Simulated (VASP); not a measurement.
Input of a VASP 6.6.1 run:

File INCAR:

```
SYSTEM = HC12
PREC = Accurate ; ENCUT = 520
EDIFF = 1E-6 ; ISMEAR = 0
SIGMA = 0.05 ; LREAL = .False.
LASPH = .True. ; NELM = 80
ALGO = Normal ; ISIF = 2
LWAVE = .False. ; LCHARG = .False.
GGA = PE ; NELECT = 48.0
NBANDS = 36
```

KPOINTS

```
regular mesh
0
Gamma
  6 6 6
  0 0 0
```

POSCAR

```
HC12
1.0
   -3.5715485858     -1.7857742929     -1.7857742929
   -1.7857742929     -3.5715485858      1.7857742929
   -3.5715485858      1.7857742929      1.7857742929
C H
12 1
Direct
    0.9166666667      0.6666666667      0.2500000000
    0.5833333333      0.3333333333      0.2500000000
    0.2500000000      0.0000000000      0.2500000000
    0.0833333333      0.3333333333      0.7500000000
    0.7500000000      0.0000000000      0.7500000000
    0.4166666667      0.6666666667      0.7500000000
    0.5416666667      0.6666666667      0.3750000000
    0.2083333333      0.3333333333      0.3750000000
    0.8750000000      0.0000000000      0.3750000000
    0.7083333333      0.3333333333      0.8750000000
    0.3750000000      0.0000000000      0.8750000000
    0.0416666667      0.6666666667      0.8750000000
    0.7500000000      0.5000000000      0.2500000000
```

Potentials or basis: VASP PAW PBE potentials, release 64 (C, H).

Run with:

```sh
$ cat potpaw_PBE.64/C/POTCAR potpaw_PBE.64/H/POTCAR > POTCAR
$ mpirun -np 1 vasp_std > vasp.out
```

Task: What does it give for the largest force?

Result: 16.848 eV/Å.

Forces in eV/Å, atoms in the order of the input:
```
C    -2.869  -3.263  -1.409
C     3.255   2.777  -1.387
C     0.515  -0.409  -0.973
C    -0.132   0.094  -0.019
C    -0.149   0.264   0.292
C    -0.622   0.552  -0.002
C    -0.126   0.171  16.846
C    -0.707   0.352   0.497
C    -0.419   0.695   0.495
C     0.406  -0.322  -0.338
C     0.236  -0.329  -0.281
C     0.536  -0.534  -0.369
H     0.077  -0.048 -13.351
```

Caveat: the cell carries a net charge on a neutralising background, which shifts energy and pressure.
